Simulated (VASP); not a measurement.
Wanted: the native input for a VASP 6.6.1 run.

```
Task                   : relaxation of cell and atoms
Functional             : PBEsol
Potentials or basis    : VASP PAW PBE potentials, release 64 (Sn_d)
Cutoff                 : 600 eV
k mesh                 : 9 × 9 × 9
Occupations            : fermi-dirac, width 0.05 eV
Spin                   : no spin polarisation
Target pressure        : 10 GPa
Dipole correction      : no
Further INCAR settings : ALGO = Normal; EDIFF = 1e-06; IBRION = 2; EDIFFG = -0.01; NSW = 60; ISIF = 3
```

The structure of Sn lies in POSCAR:

```
Sn
1.0
   -2.9401404553      2.9401404553      1.5993019889
    2.9401404553     -2.9401404553      1.5993019889
    2.9401404553      2.9401404553     -1.5993019889
Sn
2
Direct
    0.0000000000      0.0000000000      0.0000000000
    0.7500000000      0.2500000000      0.5000000000
```

One way to write it, as run:

INCAR

```
  PREC = Accurate
  ENCUT = 600
  EDIFF = 1E-6
  ISMEAR = -1
  SIGMA = 0.05
  LREAL = False
  LASPH = True
  NELM = 100
  ALGO = Normal
  ISIF = 3
  LWAVE = False
  LCHARG = False
  GGA = PS
  IBRION = 2
  NSW = 60
  EDIFFG = -0.01
  PSTRESS = 100.0
```

KPOINTS

```
Automatic mesh
0
Gamma
  9 9 9
```

Potentials or basis: VASP PAW PBE potentials, release 64 (Sn_d).

The run is started by

```console
$ cat potpaw_PBE.64/Sn_d/POTCAR > POTCAR
$ mpirun -np 1 vasp_std > vasp.out
```

Results of the run:

- Relaxed volume: 23.58 Å³/atom
- Relaxed cell: a = 4.238 Å, b = 4.238 Å, c = 4.238 Å, α = 97.21°, β = 97.21°, γ = 138.51°
- Space group after relaxing (to 0.05 Å): I4_1/amd (No. 141)
- Energy change on relaxing (the enthalpy is what falls): +87.1 meV/atom
- Ionic steps: 11
- Pressure after relaxing: 10.0 GPa
- Band gap on the k mesh: zero (band 14 reaches 11.06 eV, above the bottom of band 15 at 6.35 eV)

Caveat: the cell is relaxed towards a set pressure, so the enthalpy falls and the energy may rise; the PAW data sets were made with another functional, which shifts forces and pressure a little; spin-orbit coupling is left out, which moves the levels of the heavy elements.

Wall time 16 min on 1 thread of AMD EPYC 7R13, on a shared host, peak memory 0.22 GiB.
